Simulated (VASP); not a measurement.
# Fe (P6_3/mmc) in VASP: further runs, part 2 of 2

VASP 6.6.1.

## Step 3: Single point, PBE (volume scaled by 1.04)

Input file INCAR:

```
SYSTEM = Fe
ALGO = Normal ; EDIFF = 1E-6
ENCUT = 520 ; GGA = PE
ISIF = 2 ; ISMEAR = -1
LASPH = .TRUE. ; LCHARG = .FALSE.
LREAL = .FALSE. ; LWAVE = .FALSE.
NBANDS = 24 ; NELM = 80
PREC = Accurate ; SIGMA = 0.1
```

Input file KPOINTS:

```
k-points
0
G
  17 17 5
  0 0 0
```

Input file POSCAR:

```
Fe
1.0
    2.4832794060      0.0000000000      0.0000000000
   -1.2416397030      2.1505830503      0.0000000000
    0.0000000000      0.0000000000      7.9932105925
Fe
4
Direct
    1.0000000000      1.0000000000      0.0000000000
    0.0000000000      0.0000000000      0.5000000000
    0.3333333333      0.6666666667      0.2500000000
    0.6666666667      0.3333333333      0.7500000000
```

Potentials or basis: VASP PAW PBE potentials, release 64 (Fe).

Command:

```
> cat potpaw_PBE.64/Fe/POTCAR > POTCAR
> mpirun -np 1 vasp_std > vasp.out
```

OUTCAR:

```text
SYSTEM = Fe
   EDIFF = 1E-6
   ENCUT = 520
   GGA = PE
   ISIF = 2
   ISMEAR = -1
   LASPH = .TRUE.
   LREAL = .FALSE.
   NELM = 80
   PREC = Accurate

 ion  position               nearest neighbor table
   1  0.000  0.000  0.000-   3 2.46   4 2.46   4 2.46   3 2.46   4 2.46   3 2.46
   2  0.000  0.000  0.500-   3 2.46   4 2.46   4 2.46   3 2.46   4 2.46   3 2.46
   3  0.333  0.667  0.250-   1 2.46   2 2.46   1 2.46   2 2.46   1 2.46   2 2.46
   4  0.667  0.333  0.750-   1 2.46   2 2.46   1 2.46   2 2.46   1 2.46   2 2.46

  LATTYP: Found a hexagonal cell.
 ALAT       =     2.4832794060
 C/A-ratio  =     3.2188124192

  Lattice vectors:

 A1 = (   2.4832794060,   0.0000000000,   0.0000000000)
 A2 = (  -1.2416397030,   2.1505830503,   0.0000000000)
 A3 = (   0.0000000000,   0.0000000000,   7.9932105925)

Analysis of symmetry for initial positions (statically):
=====================================================================
 Subroutine PRICEL returns:
 Original cell was already a primitive cell.

 Routine SETGRP: Setting up the symmetry group for a
 hexagonal supercell.

 Subroutine GETGRP returns: Found 24 space group operations
 (whereof 12 operations were pure point group operations)
[... 165 lines left out ...]
  free energy    TOTEN  =       -32.44548725 eV

  energy without entropy =      -32.20688012  energy(sigma->0) =      -32.32618369

 E-fermi :   6.3795     XC(G=0): -13.5233

 val. band max:        6.3794647247   @ k =   0.2941   0.1176   0.0000
 cond. band min:       6.3814315876   @ k =   0.1765   0.0000   0.2000
 fundamental gap:      0.0019668629
 Fermi energy:         6.3795117984

 k-point     1 :       0.0000    0.0000    0.0000
  band No.  band energies     occupation
      1      -2.2537      2.00000
      2       0.0625      2.00000
      3       0.0688      2.00000
      4       1.7424      2.00000
      5       4.3793      2.00000
      6       4.3835      2.00000
[... 637 lines left out ...]
     23       8.0646      0.00000
     24      13.2459      0.00000

 [... further k-points ...]
[... 5 lines left out ...]
  --------------------------------------------------------------------------------------
  -------------------------------------------------------------------------------------
  Total       -2.8181942     -2.8181942     -2.8911508      0.0000000      0.0000000      0.0000000
  in kB     -105.7738825   -105.7738825   -108.5121258      0.0000000      0.0000000      0.0000000
  external PRESSURE =    -106.6866303 kB  Pullay stress =       0.0000000 kB

 VOLUME and BASIS-vectors are now :
 -----------------------------------------------------------------------------
  energy-cutoff  :      520.00
  volume of cell :       42.69
      direct lattice vectors                 reciprocal lattice vectors
     2.483279406  0.000000000  0.000000000     0.402693309  0.232495090  0.000000000
    -1.241639703  2.150583050  0.000000000     0.000000000  0.464990180  0.000000000
     0.000000000  0.000000000  7.993210592     0.000000000  0.000000000  0.125106175

 POSITION                                       TOTAL-FORCE (eV/Angst)
 -----------------------------------------------------------------------------------
      0.00000      0.00000      0.00000         0.000000     -0.000000      0.000000
      0.00000      0.00000      3.99661         0.000000     -0.000000      0.000000
     -0.00000      1.43372      1.99830         0.000000      0.000000     -0.000000
      1.24164      0.71686      5.99491        -0.000000     -0.000000     -0.000000
 -----------------------------------------------------------------------------------
    total drift:                                0.000000     -0.000000      0.000000

  FREE ENERGIE OF THE ION-ELECTRON SYSTEM (eV)
  ---------------------------------------------------
  free  energy   TOTEN  =       -32.4454872546 eV

  energy  without entropy=      -32.2068801209  energy(sigma->0) =      -32.32618369
```

Run time: 41 s. Hardware: 1 thread of Intel Xeon 6975P-C (Granite Rapids), shared host; peak memory 0.2 GiB.

Results:

```
Free energy            : -32.4455 eV
Pressure               : -10.7 GPa
Band gap on the k mesh : zero (band 16 reaches 7.24 eV, above the bottom of band 17 at 5.63 eV)
```

Stress tensor (GPa, compression positive):
```
-10.58   0.00   0.00
  0.00 -10.58   0.00
  0.00   0.00 -10.85
```

Levels at points of the mesh, in eV from the Fermi level:
| k point | band 13 | band 14 | band 15 | band 16 | band 17 | band 18 | band 19 | band 20 |
| --- | --- | --- | --- | --- | --- | --- | --- | --- |
| (0.00, 0.00, 0.00) | -1.30 | -1.23 | -1.23 | -0.44 | -0.44 | -0.01 | -0.01 | 0.32 |

Caveat: the run has no spin polarisation, though such a crystal can be magnetic.

## Step 4: Single point, PBE (volume scaled by 1.08)

Input file INCAR:

```
PREC = Accurate
ENCUT = 520
EDIFF = 1E-6
ISMEAR = -1
SIGMA = 0.1
LREAL = F
LASPH = T
NELM = 60
ALGO = Normal
ISIF = 2
LWAVE = F
LCHARG = F
GGA = PE
NBANDS = 24
```

Input file KPOINTS:

```
Automatic mesh
0
Gamma
  17 17 5
```

Input file POSCAR:

```
Fe
1.0
    2.5147166598      0.0000000000      0.0000000000
   -1.2573583299      2.1778085107      0.0000000000
    0.0000000000      0.0000000000      8.0944012157
Fe
4
Direct
    1.0000000000      1.0000000000      0.0000000000
    0.0000000000      0.0000000000      0.5000000000
    0.3333333333      0.6666666667      0.2500000000
    0.6666666667      0.3333333333      0.7500000000
```

Command:

```
> cat potpaw_PBE.64/Fe/POTCAR > POTCAR
> mpirun -np 1 vasp_std > vasp.out
```

Run time: 43 s. Hardware: 1 thread of Intel Xeon 6975P-C (Granite Rapids), shared host; peak memory 0.21 GiB.

It converged, with:

```
Free energy            : -32.2939 eV
Pressure               : -18.6 GPa
Band gap on the k mesh : zero (band 16 reaches 6.79 eV, above the bottom of band 17 at 5.27 eV)
```

Stress tensor (GPa, compression positive):
```
-18.48   0.00   0.00
  0.00 -18.48   0.00
  0.00   0.00 -18.90
```

Levels at points of the mesh, in eV from the Fermi level:
```
           k point  band 13  band 14  band 15  band 16  band 17  band 18  band 19  band 20
(0.00, 0.00, 0.00)    -1.23    -1.17    -1.17    -0.41    -0.41    -0.01    -0.01     0.30
```

Caveat: the run has no spin polarisation, though such a crystal can be magnetic.

## Step 5: The runs side by side

```tsv
cell	gap on the mesh (eV)	pressure (GPa)
a = 2.451, b = 2.451, c = 7.889 Å, angles 90.0, 90.0, 120.0°, 4 atoms	none	-0.7
a = 2.483, b = 2.483, c = 7.993 Å, angles 90.0, 90.0, 120.0°, 4 atoms	none	-10.7
a = 2.515, b = 2.515, c = 8.094 Å, angles 90.0, 90.0, 120.0°, 4 atoms	none	-18.6
```

Alike in all rows: task single point; level PBE; potentials or basis VASP PAW PBE potentials, release 64 (Fe); no spin polarisation; k mesh 17 × 17 × 5; cutoff (eV) 520; smearing fermi-dirac 0.1 eV.

Caveats: the run has no spin polarisation, though such a crystal can be magnetic.

Total energies depend on the potentials used, so only differences within one code and one set of settings carry meaning.
